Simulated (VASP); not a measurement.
Here is a VASP 6.6.1 calculation.

INCAR

```
SYSTEM = YTl2OsC6N6
PREC = Accurate
ENCUT = 520
EDIFF = 1E-7
ISMEAR = 0
SIGMA = 0.1
LREAL = Auto
LASPH = .True.
NELM = 150
ALGO = Normal
ISIF = 2
LWAVE = .False.
LCHARG = .True.
ISPIN = 2
MAGMOM = 0 0 0 1 0 0 0 0 0 0 0 0 0 0 0 0
LORBIT = 11
LMAXMIX = 4
GGA = PE
LELF = .True.
LVHAR = .True.
NBANDS = 68
```

The input KPOINTS:

```
Automatic mesh
0
Gamma
  4 4 4
  0 0 0
```

Contents of POSCAR:

```
YTl2OsC6N6
1.0
    0.0000000000      5.5471088545      5.5471088545
    5.5471088545      0.0000000000      5.5471088545
    5.5471088545      5.5471088545      0.0000000000
Y Tl Os C N
1 2 1 6 6
Direct
    0.5000000000      0.5000000000      0.5000000000
    0.2500000000      0.2500000000      0.2500000000
    0.7500000000      0.7500000000      0.7500000000
    0.0000000000      0.0000000000      0.0000000000
    0.8182473633      0.1817526367      0.1817526367
    0.1817526367      0.8182473633      0.1817526367
    0.1817526367      0.1817526367      0.8182473633
    0.1817526367      0.8182473633      0.8182473633
    0.8182473633      0.1817526367      0.8182473633
    0.8182473633      0.8182473633      0.1817526367
    0.7119084850      0.2880915150      0.2880915150
    0.2880915150      0.7119084850      0.2880915150
    0.2880915150      0.2880915150      0.7119084850
    0.2880915150      0.7119084850      0.7119084850
    0.7119084850      0.2880915150      0.7119084850
    0.7119084850      0.7119084850      0.2880915150
```

Potentials or basis: VASP PAW PBE potentials, release 64 (Y_sv, Tl_d, Os, C, N).

Command:

```console
$ cat potpaw_PBE.64/Y_sv/POTCAR potpaw_PBE.64/Tl_d/POTCAR potpaw_PBE.64/Os/POTCAR potpaw_PBE.64/C/POTCAR potpaw_PBE.64/N/POTCAR > POTCAR
$ mpirun -np 1 vasp_std > vasp.out
```

Problem. Predict the largest force.

Solution. 0.318 eV/Å.

Problem. Predict the net moment.

Solution. 0.02 μB per cell.

Problem. What does it give for the pressure?

Solution. 0.5 GPa.

Forces in eV/Å, atoms in the order of the input:
```
Y    0.000  0.000  0.000
Tl   0.000  0.000  0.000
Tl   0.000  0.000  0.000
Os   0.000  0.000  0.000
C   -0.245  0.000  0.000
C    0.000 -0.245  0.000
C    0.000  0.000 -0.245
C    0.245  0.000  0.000
C    0.000  0.245  0.000
C    0.000  0.000  0.245
N    0.318  0.000  0.000
N    0.000  0.318  0.000
N    0.000  0.000  0.318
N   -0.318  0.000  0.000
N    0.000 -0.318  0.000
N    0.000  0.000 -0.318
```
